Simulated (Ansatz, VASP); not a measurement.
**Hf2ZrGe3: VASP beside Ansatz**

```
Zr Hf Ge
1.0
     2.46789   -4.05564    0.00000
     2.46789    4.05564    0.00000
     0.00000    0.00000    7.58349
Zr Hf Ge
1 2 3
Direct
  0.50000 0.50000 0.00000
  0.66262 0.33738 0.50000
  0.33738 0.66262 0.50000
  0.00000 0.00000 0.82997
  0.00000 0.00000 0.17003
  0.00000 0.00000 0.50000
```

Alike in both runs: functional PBE; k mesh 5 × 5 × 2; occupations gaussian, width 0.2 eV; no spin polarisation.

Ansatz relaxed the structure, and its values are those at the end. VASP's run is a single point on that final structure, the one shown.

|  | VASP | Ansatz |
| --- | --- | --- |
| version | VASP 6.6.1 | Ansatz 0.2.0 |
| potentials or method | VASP PAW PBE potentials, release 64 (Zr_sv, Hf_pv, Ge_d), cutoff 500 eV | scalar-relativistic, plane waves, PAW |
| valence electrons in the cell | 74 | 106 |

Ansatz gave:

```
gap on the k mesh at the Fermi level (eV) : none
pressure (GPa)                            : 0.3
rms of the force components (eV/Å)        : 0.002
```

Question: Estimate VASP's values.

Answer: gap on the k mesh at the Fermi level (eV): none; pressure (GPa): 0.1; rms of the force components (eV/Å): 0.011.

A gap of «none» marks a metal or a gap that the smearing closes. With one functional, cell and mesh, what is left measures potentials, basis and numerics. VASP's potentials hold 74 valence electrons a cell and Ansatz's 106, so a difference there can come from the potentials and not from the codes.

The k mesh is coarse, so the values compare programs but aren't converged. Neither program's run includes spin-orbit coupling.
